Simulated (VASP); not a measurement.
Here is a VASP 6.6.1 calculation.

Contents of INCAR:

```
SYSTEM = Si
PREC = Accurate
ENCUT = 520
EDIFF = 1E-6
ISMEAR = 0
SIGMA = 0.1
LREAL = .FALSE.
LASPH = .TRUE.
NELM = 80
ALGO = Normal
ISIF = 2
LWAVE = .FALSE.
LCHARG = .FALSE.
GGA = PE
NBANDS = 21
```

Contents of KPOINTS:

```
regular mesh
0
G
  4 4 4
  0 0 0
```

Contents of POSCAR:

```
Si
1.0
    0.0000000000      4.4736161100      5.4658047600
    2.3417248400      0.0000000000      5.4658047600
    2.3417248400      4.4736161100      0.0000000000
Si
6
Direct
    0.8727657700      0.1272342300      0.8727657700
    0.1272342300      0.8727657700      0.1272342300
    0.8541378600      0.8541378600      0.6458621400
    0.6458621400      0.6458621400      0.8541378600
    0.1458621400      0.1458621400      0.3541378600
    0.3541378600      0.3541378600      0.1458621400
```

Potentials or basis: VASP PAW PBE potentials, release 64 (Si).

The run is started by

```console
$ cat potpaw_PBE.64/Si/POTCAR > POTCAR
$ mpirun -np 1 vasp_std > vasp.out
```

Question: Predict the pressure.

Answer: 19.6 GPa.

Question: Predict the band gap on the k mesh.

Answer: Zero (bands 12 and 13 overlap by 3.01 eV).

Question: Predict the largest force.

Answer: 2.939 eV/Å.

Stress tensor (GPa, compression positive):
```
21.17  0.00  0.00
 0.00 12.72  0.00
 0.00  0.00 24.81
```

Caveat: the k points lie up to 0.40 Å⁻¹ apart, too coarse for converged energies and pressures of a metal; forces of over 1 eV/Å act on the atoms, so gaps and moduli don't describe the material at rest.
